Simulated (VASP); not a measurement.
A run of VASP 6.6.1:

Contents of INCAR:

```
SYSTEM = Hf2Br
PREC = Accurate ; ENCUT = 600
EDIFF = 1E-6 ; ISMEAR = 0
SIGMA = 0.1 ; LREAL = .False.
LASPH = .True. ; NELM = 60
ALGO = Normal ; ISIF = 3
LWAVE = .False. ; LCHARG = .False.
GGA = PE ; IBRION = 2
NSW = 100 ; EDIFFG = -0.01
```

File KPOINTS:

```
Automatic mesh
0
Gamma
  12 12 16
  0 0 0
```

Contents of POSCAR:

```
Hf2Br
1.0
    5.1878852100      0.0000000000      0.0000000000
   -2.5939426050      4.4928403838      0.0000000000
    0.0000000000      0.0000000000      3.0900247442
Hf Br
2 1
Direct
    0.3333333333      0.6666666667      0.5000000000
    0.6666666667      0.3333333333      0.5000000000
    0.0000000000      0.0000000000      0.0000000000
```

Potentials or basis: VASP PAW PBE potentials, release 64 (Hf_pv, Br).

Run with:

```bash
$ cat potpaw_PBE.64/Hf_pv/POTCAR potpaw_PBE.64/Br/POTCAR > POTCAR
$ mpirun -np 1 vasp_std > vasp.out
```

Hardware: 1 thread of Oxide Virtual Turin-like Processor (shared host).

How long does it take, and how much memory?

It took 9.9 min on 1 thread of Oxide Virtual Turin-like Processor (shared host), peak memory 0.38 GiB. Counts: scf iterations 26, k points 171, ion steps 3.
